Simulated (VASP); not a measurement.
Wanted: the native input for a VASP 6.6.1 run.

| Item | Value |
| --- | --- |
| Task | single point |
| Functional | PBE |
| Dispersion | D3(BJ) |
| Potentials or basis | VASP PAW PBE potentials, release 64 (Te, Mo_sv) |
| Cutoff | 520 eV |
| k mesh | 9 × 9 × 2 |
| Occupations | gaussian, width 0.02 eV |
| Spin | no spin polarisation |
| Dipole correction | no |
| Further INCAR settings | ALGO = Normal; EDIFF = 1e-07; NBANDS = 35 |

The structure of Te2Mo lies in POSCAR:

```
Te2Mo
1.0
    3.4963747142      0.0000000000      0.0000000000
   -1.7481873571      3.0279493237      0.0000000000
    0.0000000000      0.0000000000     13.7017401888
Te Mo
4 2
Direct
    0.3333333333      0.6666666667      0.6173474199
    0.6666666667      0.3333333333      0.1173474199
    0.3333333333      0.6666666667      0.8826525801
    0.6666666667      0.3333333333      0.3826525801
    0.3333333333      0.6666666667      0.2500000000
    0.6666666667      0.3333333333      0.7500000000
```

These files were run (other wordings do the same):

INCAR

```
  PREC = Accurate
  ENCUT = 520
  EDIFF = 1E-7
  ISMEAR = 0
  SIGMA = 0.02
  LREAL = False
  LASPH = True
  NELM = 100
  ALGO = Normal
  ISIF = 2
  LWAVE = False
  LCHARG = True
  GGA = PE
  IVDW = 12
  LELF = True
  LVHAR = True
  NBANDS = 35
```

KPOINTS

```
regular mesh
0
Gamma
  9 9 2
```

Potentials or basis: VASP PAW PBE potentials, release 64 (Te, Mo_sv).

The run is started by

```console
$ cat potpaw_PBE.64/Te/POTCAR potpaw_PBE.64/Mo_sv/POTCAR > POTCAR
$ mpirun -np 1 vasp_std > vasp.out
```

Results of the run:

```yaml
Pressure: 0.0 GPa
Largest_force: 0.010 eV/Å
Band_gap_on_the_k_mesh: 0.67 eV, indirect (least direct gap 1.04 eV)
Dispersion_energy_per_atom: -0.554 eV
```

Caveat: spin-orbit coupling is left out, which moves the levels of the heavy elements.

Run time: 3.8 min on 1 thread of Intel(R) Xeon(R) Platinum 8488C (Sapphire Rapids) (shared host), peak memory 0.34 GiB.
